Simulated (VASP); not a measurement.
Set up this calculation in VASP 6.6.1, as the native input.

```yaml
Task: single point
Functional: PBE
Potentials_or_basis: VASP PAW PBE potentials, release 64 (Mg, Be)
Cutoff: 520 eV
k_mesh: 6 × 6 × 14
Occupations: gaussian, width 0.1 eV
Spin: no spin polarisation
Dipole_correction: no
Further_INCAR_settings: ALGO = Fast; EDIFF = 1e-06; NBANDS = 15
```

The structure of Mg2Be lies in POSCAR:

```
Mg2Be
1.0
    6.4889592265      0.0000000000      0.0000000000
    0.0000000000      6.4889592265      0.0000000000
    0.0000000000      0.0000000000      2.9587762426
Mg Be
4 2
Direct
    0.2727401002      0.2727401002      0.0000000000
    0.2272598998      0.7727401002      0.5000000000
    0.7272598998      0.7272598998      0.0000000000
    0.7727401002      0.2272598998      0.5000000000
    0.0000000000      0.0000000000      0.0000000000
    0.5000000000      0.5000000000      0.5000000000
```

One way to write it, as run:

INCAR

```
ALGO     = Fast           # electronic algorithm
EDIFF    = 1E-6           # SCF threshold, eV
ENCUT    = 520            # plane-wave cutoff, eV
GGA      = PE             # functional
ISIF     = 2              # what is computed and relaxed
ISMEAR   = 0              # smearing method
LASPH    = T              # aspherical terms in the spheres
LCHARG   = F              # write CHGCAR
LREAL    = F              # projectors in reciprocal space
LWAVE    = F              # write WAVECAR
NBANDS   = 15             # bands
NELM     = 80             # most SCF steps
PREC     = Accurate       # precision mode
SIGMA    = 0.1            # smearing width, eV
```

KPOINTS

```
k-points
0
Gamma
  6 6 14
```

Potentials or basis: VASP PAW PBE potentials, release 64 (Mg, Be).

Launch:

```sh
$ cat potpaw_PBE.64/Mg/POTCAR potpaw_PBE.64/Be/POTCAR > POTCAR
$ mpirun -np 1 vasp_std > vasp.out
```

Results of the run:

The pressure is -0.1 GPa and the band gap on the k mesh is zero (bands 6 and 7 overlap by 1.78 eV).

Run time: 100 s on 1 thread of Intel Xeon 8259CL (shared host), peak memory 0.32 GiB.
